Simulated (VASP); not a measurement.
Write the native input for VASP 6.6.1 that does the following.

```
Task                   : single point
Functional             : r2SCAN
Potentials or basis    : VASP PAW PBE potentials, release 64 (Ag, Br)
Cutoff                 : 550 eV
k mesh                 : 6 × 6 × 4
Occupations            : gaussian, width 0.01 eV
Spin                   : no spin polarisation
Dipole correction      : no
Further INCAR settings : ALGO = Normal; EDIFF = 1e-06; NBANDS = 26
```

AgBr:

```
CELL_PARAMETERS angstrom
4.00858 0.00000 0.04062
0.00000 4.00837 0.00000
-0.05649 0.00000 5.66546
ATOMIC_POSITIONS crystal
Ag 0.74997 0.75000 0.74998
Ag 0.25003 0.25000 0.25002
Br 0.24998 0.25000 0.75000
Br 0.75002 0.75000 0.25000
```

One way to write it, as run:

POSCAR

```
AgBr
1.0
    4.0085801952      0.0000000000      0.0406155181
    0.0000000000      4.0083730466      0.0000000000
   -0.0564937028      0.0000000000      5.6654617238
Ag Br
2 2
Direct
    0.7499714259      0.7500000000      0.7499778862
    0.2500285741      0.2500000000      0.2500221138
    0.2499845032      0.2500000000      0.7500035515
    0.7500154968      0.7500000000      0.2499964485
```

INCAR.step1

```
SYSTEM = AgBr
PREC = Accurate ; ENCUT = 550
ISMEAR = 0 ; SIGMA = 0.01
LREAL = .FALSE. ; LASPH = .TRUE.
NELM = 120 ; NBANDS = 26
GGA = PE ; ALGO = Normal
EDIFF = 1E-5 ; LWAVE = .TRUE.
LCHARG = .FALSE. ; GGA_COMPAT = .FALSE.
```

INCAR.step2

```
SYSTEM = AgBr
PREC = Accurate ; ENCUT = 550
EDIFF = 1E-6 ; ISMEAR = 0
SIGMA = 0.01 ; LREAL = .FALSE.
LASPH = .TRUE. ; NELM = 120
ALGO = Normal ; ISIF = 2
LWAVE = .FALSE. ; LCHARG = .TRUE.
METAGGA = R2SCAN ; LMIXTAU = .TRUE.
LELF = .TRUE. ; LVHAR = .TRUE.
NBANDS = 26 ; ISTART = 1
GGA_COMPAT = .FALSE.
```

KPOINTS

```
regular mesh
0
G
  6 6 4
  0 0 0
```

Potentials or basis: VASP PAW PBE potentials, release 64 (Ag, Br).

Command:

```sh
$ cat potpaw_PBE.64/Ag/POTCAR potpaw_PBE.64/Br/POTCAR > POTCAR
$ cp INCAR.step1 INCAR
$ mpirun -np 1 vasp_std > vasp.out
$ cp INCAR.step2 INCAR
$ mpirun -np 1 vasp_std > vasp.out
```

It gave:

| Item | Value |
| --- | --- |
| Pressure | 3.2 GPa |
| Band gap on the k mesh | 1.25 eV |

Caveat: the cell stands under pressure; the PAW data sets were made with another functional, which shifts forces and pressure a little.

Wall time 6.3 min on 1 thread of Intel(R) Xeon(R) Platinum 8259CL CPU @ 2.50GHz (Skylake/Cascade Lake) (shared host), peak memory 0.31 GiB.
